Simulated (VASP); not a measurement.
A run of VASP 6.6.1 is set up as follows.

INCAR

```
PREC = Accurate
ENCUT = 520
EDIFF = 1E-8
ISMEAR = -1
SIGMA = 0.02
LREAL = F
LASPH = T
NELM = 60
ALGO = Normal
ISIF = 2
LWAVE = F
LCHARG = F
GGA = PS
LEFG = T
NBANDS = 33
```

Contents of KPOINTS:

```
regular mesh
0
Gamma
  11 11 11
```

The input POSCAR:

```
TiO2
1.0
   -1.8921000000      1.8921000000      4.7573000000
    1.8921000000     -1.8921000000      4.7573000000
    1.8921000000      1.8921000000     -4.7573000000
Ti O
2 4
Direct
    0.0000000000      0.0000000000      0.0000000000
    0.7500000000      0.2500000000      0.5000000000
    0.2087869428      0.2087869428      0.0000000000
    0.9587869428      0.4587869428      0.5000000000
    0.5412130572      0.0412130572      0.5000000000
    0.7912130572      0.7912130572      0.0000000000
```

Potentials or basis: VASP PAW PBE potentials, release 64 (Ti_sv, O).

The run is started by

```bash
$ cat potpaw_PBE.64/Ti_sv/POTCAR potpaw_PBE.64/O/POTCAR > POTCAR
$ mpirun -np 1 vasp_std > vasp.out
```

(1) What does it give for the largest force?

(2) Predict the pressure.

(3) What does it give for the band gap on the k mesh?

Results:

(1) 0.087 eV/Å.

(2) -0.7 GPa.

(3) 2.03 eV, indirect (least direct gap 2.39 eV).

Caveat: without QUAD_EFG the Cq values of the log hold for a quadrupole moment of 1 mb, not for the nuclei; the PAW data sets were made with another functional, which shifts forces and pressure a little.
